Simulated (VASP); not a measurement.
Crystal: AlGa3As4.

```
CELL_PARAMETERS angstrom
-2.75205 2.75205 5.50411
2.75205 -2.75205 5.50411
2.75205 2.75205 -5.50411
ATOMIC_POSITIONS crystal
Al 0.50000 0.50000 0.00000
Ga 0.00000 0.00000 0.00000
Ga 0.25000 0.75000 0.50000
Ga 0.75000 0.25000 0.50000
As 0.87500 0.87500 0.50000
As 0.37500 0.37500 0.50000
As 0.12500 0.62500 0.00000
As 0.62500 0.12500 0.00000
```

```yaml
Program: VASP 6.6.1
Task: relaxation of cell and atoms
Functional: PBE
Potentials_or_basis: VASP PAW PBE potentials, release 64 (Al, Ga_d, As)
Cutoff: 600 eV
k_mesh: 4 × 4 × 4
Occupations: gaussian, width 0.1 eV
Spin: no spin polarisation
```

At the start: pressure 10.8 GPa; volume 20.84 Å³/atom.

How do energy, volume and symmetry change on relaxing?

Over 5 steps the energy falls by 85.6 meV/atom and the volume is 23.69 Å³/atom (+13.7 %); space group I-42m (No. 121, to 0.1 Å) before and after.

The path:
| step | energy change (eV) | largest force (eV/Å) | pressure (GPa) | volume (Å³) |
| --- | --- | --- | --- | --- |
| 1 | 0.0000 | 0.0642 | 10.80 | 166.75 |
| 2 | -0.5225 | 0.0504 | -3.58 | 203.02 |
| 3 | -0.6842 | 0.0484 | 0.03 | 189.56 |
| 4 | -0.6840 | 0.0484 | -0.14 | 190.04 |
| 5 | -0.6845 | 0.0243 | 0.04 | 189.51 |

Final structure:
```yaml
crystal:
  lattice:
    - [-2.87213, 2.87213, 5.74343]
    - [2.87213, -2.87213, 5.74343]
    - [2.87213, 2.87213, -5.74343]
  atoms:
    - { symbol: Al, position: [0.50000, 0.50000, 0.00000] }
    - { symbol: Ga, position: [0.00000, 0.00000, 0.00000] }
    - { symbol: Ga, position: [0.25000, 0.75000, 0.50000] }
    - { symbol: Ga, position: [0.75000, 0.25000, 0.50000] }
    - { symbol: As, position: [0.87435, 0.87435, 0.49925] }
    - { symbol: As, position: [0.37510, 0.37510, 0.50075] }
    - { symbol: As, position: [0.12565, 0.62490, 0.00000] }
    - { symbol: As, position: [0.62490, 0.12565, 0.00000] }
```
